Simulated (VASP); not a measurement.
Wanted: the native input for a VASP 6.6.1 run.

| Property | Result |
| --- | --- |
| Task | single point |
| Functional | LDA |
| Potentials or basis | VASP PAW LDA potentials, release 64 (S) |
| Cutoff | 520 eV |
| k mesh | 20 × 20 × 20 |
| Occupations | gaussian, width 0.15 eV |
| Spin | no spin polarisation |
| Dipole correction | no |
| Further INCAR settings | ALGO = Normal; EDIFF = 1e-06; NBANDS = 9 |

The structure of S lies in POSCAR:

```
S
1.0
    0.0000000000      1.9943503440      2.0541808543
    1.9943503440      0.0000000000      2.0541808543
    1.9943503440      1.9943503440      0.0000000000
S
1
Direct
    0.0000000000      0.0000000000      0.0000000000
```

This cell differs from its parent crystal: strain +0.000 along x and y, +0.030 along z.

These files were run (other wordings do the same):

INCAR

```
PREC = Accurate
ENCUT = 520
EDIFF = 1E-6
ISMEAR = 0
SIGMA = 0.15
LREAL = F
LASPH = T
NELM = 80
ALGO = Normal
ISIF = 2
LWAVE = F
LCHARG = F
NBANDS = 9
```

KPOINTS

```
regular mesh
0
Gamma
  20 20 20
```

Potentials or basis: VASP PAW LDA potentials, release 64 (S).

Launch:

```bash
$ cat potpaw_LDA.64/S/POTCAR > POTCAR
$ mpirun -np 1 vasp_std > vasp.out
```

It gave:

```json
{
 "Pressure": "-8.6 GPa",
 "Band gap on the k mesh": "zero (bands 3 and 4 overlap by 5.52 eV)"
}
```

Caveat: the cell differs from its parent crystal (strain +0.000 along x and y, +0.030 along z); the cell stands under tension.

It took 58 s on 1 thread of Intel Xeon 8259CL (shared host), peak memory 0.19 GiB.
